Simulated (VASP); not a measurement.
MgBe2SO2: single point with PBE

Crystal: MgBe2SO2.

```
Mg Be S O
1.0
     4.35100    0.00000    0.00000
     0.00000    4.35100    0.00000
     0.00000    0.00000    4.14214
Mg Be S O
1 2 1 2
Direct
  0.50000 0.50000 0.50000
  0.00000 0.50000 0.00000
  0.50000 0.00000 0.00000
  0.50000 0.50000 0.00000
  0.00000 0.50000 0.50000
  0.50000 0.00000 0.50000
```

The cell was generated, and may not be a known phase.

```
Program             : VASP 6.6.1
Task                : single point
Functional          : PBE
Potentials or basis : VASP PAW PBE potentials, release 64 (Mg_sv, Be, S, O)
Cutoff              : 840 eV
k mesh              : 6 × 6 × 4
Occupations         : gaussian, width 0.1 eV
Spin                : collinear spin, ferromagnetic start
Starting moments    : [0.0, 0.0, 0.0, 0.0, 1.0, 1.0] μB
```

```
Pressure                                              : 0.0 GPa
Band gap on the k mesh                                : zero (filled and empty bands overlap)
Net moment                                            : 0.00 μB per cell
Valence electrons inside the program's atomic spheres : Mg 8.18; Be 0.70; S 4.00; O 4.91
```

Stress tensor (GPa, compression positive):
```
-0.06  0.00  0.00
 0.00 -0.06  0.00
 0.00  0.00  0.22
```

Levels at points of the mesh, in eV from the Fermi level:
Spin up:
| k point | band 13 | band 14 | band 15 | band 16 | band 17 | band 18 | band 19 | band 20 |
| --- | --- | --- | --- | --- | --- | --- | --- | --- |
| (0.00, 0.00, 0.00) | -1.40 | -1.28 | -0.59 | -0.59 | 0.06 | 2.17 | 5.56 | 5.56 |
| (0.50, 0.00, 0.00) | -1.80 | -1.39 | -1.20 | -1.12 | 1.74 | 3.38 | 3.45 | 4.51 |
| (0.50, 0.50, 0.00) | -3.21 | -2.91 | -1.26 | 0.00 | 1.32 | 4.37 | 5.27 | 6.45 |
| (0.00, 0.00, 0.50) | -2.58 | -2.58 | -0.41 | -0.41 | 2.49 | 4.78 | 4.78 | 4.83 |
| (0.50, 0.00, 0.50) | -1.20 | -0.98 | -0.98 | -0.93 | 2.44 | 2.87 | 4.18 | 4.53 |
| (0.50, 0.50, 0.50) | -0.91 | -0.91 | -0.89 | -0.68 | 0.11 | 3.70 | 4.45 | 4.45 |
Spin down:
```tsv
k point	band 13	band 14	band 15	band 16	band 17	band 18	band 19	band 20
(0.00, 0.00, 0.00)	-1.40	-1.28	-0.58	-0.58	0.06	2.16	5.56	5.56
(0.50, 0.00, 0.00)	-1.80	-1.38	-1.19	-1.12	1.74	3.38	3.45	4.51
(0.50, 0.50, 0.00)	-3.20	-2.90	-1.26	0.00	1.32	4.37	5.27	6.45
(0.00, 0.00, 0.50)	-2.58	-2.58	-0.40	-0.40	2.49	4.78	4.78	4.83
(0.50, 0.00, 0.50)	-1.19	-0.98	-0.98	-0.92	2.44	2.87	4.18	4.53
(0.50, 0.50, 0.50)	-0.91	-0.91	-0.89	-0.68	0.12	3.69	4.45	4.45
```

It took 3.4 min on 1 thread of AMD EPYC 9R45 96-Core Processor (Zen 5) (shared host), peak memory 0.41 GiB.

Caveat: the k points lie up to 0.38 Å⁻¹ apart; semilocal functionals underestimate gaps, and a narrow one can read as zero.
